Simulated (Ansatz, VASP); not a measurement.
Bi2Se3: VASP beside Ansatz

INCAR

```
SYSTEM = Bi2Se3
PREC = Accurate
ENCUT = 520
EDIFF = 1E-6
ISMEAR = -1
SIGMA = 0.03
LREAL = .False.
LASPH = .True.
NELM = 60
ALGO = Normal
ISIF = 2
LWAVE = .False.
LCHARG = .False.
GGA = PE
NBANDS = 32
```

The input KPOINTS:

```
Automatic mesh
0
Gamma
  6 6 6
  0 0 0
```

File POSCAR:

```
Bi2Se3
1.0
    2.0714992968      1.1959806766      9.4498767000
   -2.0714992968      1.1959806766      9.4498767000
    0.0000000000     -2.3919613533      9.4498767000
Bi Se
2 3
Direct
    0.4008000000      0.4008000000      0.4008000000
    0.5992000000      0.5992000000      0.5992000000
    0.0000000000      0.0000000000      0.0000000000
    0.2117000000      0.2117000000      0.2117000000
    0.7883000000      0.7883000000      0.7883000000
```

Input for Ansatz:

```yaml
crystal:
  lattice:
    - [2.0714992968, 1.1959806766, 9.4498767]
    - [-2.0714992968, 1.1959806766, 9.4498767]
    - [0.0, -2.3919613533, 9.4498767]
  atoms:
    - { symbol: Bi, position: [0.4008, 0.4008, 0.4008] }
    - { symbol: Bi, position: [0.5992, 0.5992, 0.5992] }
    - { symbol: Se, position: [0.0, 0.0, 0.0] }
    - { symbol: Se, position: [0.2117, 0.2117, 0.2117] }
    - { symbol: Se, position: [0.7883, 0.7883, 0.7883] }
kpoints:
  mp_grid: { grid: [6, 6, 6] }
  band_path:
    path:
      - [0.0, 0.0, 0.0]
      - [0.5, 0.5, 0.5]
      - [0.8226549678, 0.1773450322, 0.5]
      - [0.5, -0.1773450322, 0.1773450322]
      - [0.5, 0.0, 0.0]
      - [0.0, 0.0, 0.0]
      - [0.3386725161, -0.3386725161, 0.0]
      - [0.6613274839, 0.0, 0.3386725161]
      - [0.5, 0.0, 0.5]
    npoints: 5
scf:
  occupations: { method: fermi_dirac, width: 0.03 }
hamiltonian:
  xc: pbe
  pseudopotentials: { kind: all_electron, lapw: { basis_error: 0.0005 } }
output:
  forces: true
  stress: true
  eigenvalues: true
```

Change from the starting cell: zz strain of -1 %.

Alike in both runs: task single point; functional PBE; k mesh 6 × 6 × 6; occupations fermi-dirac, width 0.03 eV; no spin polarisation.

|  | VASP | Ansatz |
| --- | --- | --- |
| version | VASP 6.6.1 | Ansatz 0.2.0 |
| potentials or method | VASP PAW PBE potentials, release 64 (Bi_d, Se), cutoff 520 eV | all-electron LAPW, scalar-relativistic |

|  | VASP | Ansatz | Ansatz less VASP |
| --- | --- | --- | --- |
| pressure (GPa) | 3.2 | 3.2 | -0.02 |
| traceless stress, the component that is largest in VASP (GPa) | 0.28 | 0.28 | -0.001 |
| rms of the force components (eV/Å) | 0.131 | 0.125 | -0.0058 |

Atom by atom the forces differ by 0.006 eV/Å (rms over components). Ansatz ran all-electron here, and VASP with PAW potentials.

Neither program's run includes spin-orbit coupling.
